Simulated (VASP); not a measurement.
Here is a VASP 6.6.1 calculation.

The input INCAR:

```
SYSTEM = HfO2
ALGO     = Normal         ! electronic algorithm
EDIFF    = 1E-7           ! SCF threshold, eV
ENCUT    = 520            ! plane-wave cutoff, eV
GGA      = PS             ! functional
ISIF     = 2              ! what is computed and relaxed
ISMEAR   = -1             ! smearing method
LASPH    = .TRUE.         ! aspherical terms in the spheres
LCHARG   = .FALSE.        ! write CHGCAR
LREAL    = .FALSE.        ! projectors in reciprocal space
LWAVE    = .FALSE.        ! write WAVECAR
NBANDS   = 31             ! bands
NELM     = 100            ! most SCF steps
PREC     = Accurate       ! precision mode
SIGMA    = 0.05           ! smearing width, eV
```

The input KPOINTS:

```
k-points
0
G
  8 8 5
  0 0 0
```

Contents of POSCAR:

```
HfO2
1.0
    3.5099320929      0.0000000000      0.0000000000
    0.0000000000      3.5099320929      0.0000000000
    0.0000000000      0.0000000000      5.1019626251
Hf O
2 4
Direct
    0.0000000000      0.0000000000      0.0000000000
    0.5000000000      0.5000000000      0.5000000000
    0.0000000000      0.5000000000      0.1972078800
    0.5000000000      0.0000000000      0.3027921200
    0.5000000000      0.0000000000      0.8027921200
    0.0000000000      0.5000000000      0.6972078800
```

Potentials or basis: VASP PAW PBE potentials, release 64 (Hf_pv, O).

Launch:

```sh
$ cat potpaw_PBE.64/Hf_pv/POTCAR potpaw_PBE.64/O/POTCAR > POTCAR
$ mpirun -np 1 vasp_std > vasp.out
```

Task: Predict the largest force.

Result: 0.312 eV/Å.

Task: Estimate the band gap on the k mesh.

Result: 4.78 eV (least direct gap 4.88 eV).

Task: Predict the pressure.

Result: 10.1 GPa.

Stress tensor (GPa, compression positive):
```
10.84  0.00  0.00
 0.00 10.84  0.00
 0.00  0.00  8.61
```

Caveat: the cell stands under pressure; the PAW data sets were made with another functional, which shifts forces and pressure a little; spin-orbit coupling is left out, which moves the levels of the heavy elements; an odd mesh through Γ misses points on the zone boundary, where band edges can lie.
